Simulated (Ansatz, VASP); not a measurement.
# Al2InN3 in VASP and in Ansatz

INCAR

```
SYSTEM = Al2InN3
PREC = Accurate ; ENCUT = 600
EDIFF = 1E-6 ; ISMEAR = 0
SIGMA = 0.02 ; LREAL = .FALSE.
LASPH = .TRUE. ; NELM = 60
ALGO = Normal ; ISIF = 3
LWAVE = .FALSE. ; LCHARG = .FALSE.
GGA = PE ; IBRION = 2
NSW = 100 ; EDIFFG = -0.005
```

KPOINTS

```
regular mesh
0
G
  6 6 6
  0 0 0
```

File POSCAR:

```
Al2InN3
1.0
    4.8800190524     -2.8055151375      0.0000000000
    4.8800190524      2.8055151375      0.0000000000
    0.0000000000      0.0000000000      5.1994618000
Al In N
4 2 6
Direct
    0.0085428600      0.3349002500      0.9916267200
    0.6650997500      0.9914571400      0.9916267200
    0.9914571400      0.6650997500      0.4916267200
    0.3349002500      0.0085428600      0.4916267200
    0.3219155300      0.6780844700      0.9863837600
    0.6780844700      0.3219155300      0.4863837600
    0.0369825600      0.3335805700      0.3557999700
    0.6664194300      0.9630174400      0.3557999700
    0.9630174400      0.6664194300      0.8557999700
    0.3335805700      0.0369825600      0.8557999700
    0.2980913400      0.7019086600      0.4067628300
    0.7019086600      0.2980913400      0.9067628300
```

Input for Ansatz:

```yaml
crystal:
  lattice:
    - [4.8800190524, -2.8055151375, 0.0]
    - [4.8800190524, 2.8055151375, 0.0]
    - [0.0, 0.0, 5.1994618]
  atoms:
    - { symbol: Al, position: [0.00854286, 0.33490025, 0.99162672] }
    - { symbol: Al, position: [0.66509975, 0.99145714, 0.99162672] }
    - { symbol: Al, position: [0.99145714, 0.66509975, 0.49162672] }
    - { symbol: Al, position: [0.33490025, 0.00854286, 0.49162672] }
    - { symbol: In, position: [0.32191553, 0.67808447, 0.98638376] }
    - { symbol: In, position: [0.67808447, 0.32191553, 0.48638376] }
    - { symbol: "N", position: [0.03698256, 0.33358057, 0.35579997] }
    - { symbol: "N", position: [0.66641943, 0.96301744, 0.35579997] }
    - { symbol: "N", position: [0.96301744, 0.66641943, 0.85579997] }
    - { symbol: "N", position: [0.33358057, 0.03698256, 0.85579997] }
    - { symbol: "N", position: [0.29809134, 0.70190866, 0.40676283] }
    - { symbol: "N", position: [0.70190866, 0.29809134, 0.90676283] }
basis:
  ecutwfc: 520.0
kpoints:
  mp_grid: { grid: [6, 6, 6] }
hamiltonian:
  xc: pbe
  pseudopotentials: { kind: paw, azcp: { folder: soft_1 } }
scf:
  occupations: { method: gaussian, width: 0.02 }
output:
  forces: true
  stress: true
  eigenvalues: true
  write_density: true
  write_potential: true
  elf: true
  volumetric_format: npy
relax:
  adjacent_minimum: "off"
  f_tol: 0.005
  max_steps: 80
  cell: { stress_tol: 0.05 }
```

Alike in both runs: task relaxation of cell and atoms; functional PBE; k mesh 6 × 6 × 6; occupations gaussian, width 0.02 eV; no spin polarisation.

|  | VASP | Ansatz |
| --- | --- | --- |
| version | VASP 6.6.1 | Ansatz 0.2.0 |
| potentials or method | VASP PAW PBE potentials, release 64 (Al, In_d, N), cutoff 600 eV | scalar-relativistic, plane waves, PAW |
| valence electrons in the cell | 68 | 68 |

```tsv
	VASP	Ansatz	Ansatz less VASP
gap on the k mesh at the Fermi level, each at its own relaxed structure (eV)	2.16	2.16	-0.002
relaxed volume (Å³/atom)	12.15	12.16	+0.008
relaxed length of the cell vector where the two differ most in proportion (Å)	5.247	5.249	+0.0020
```
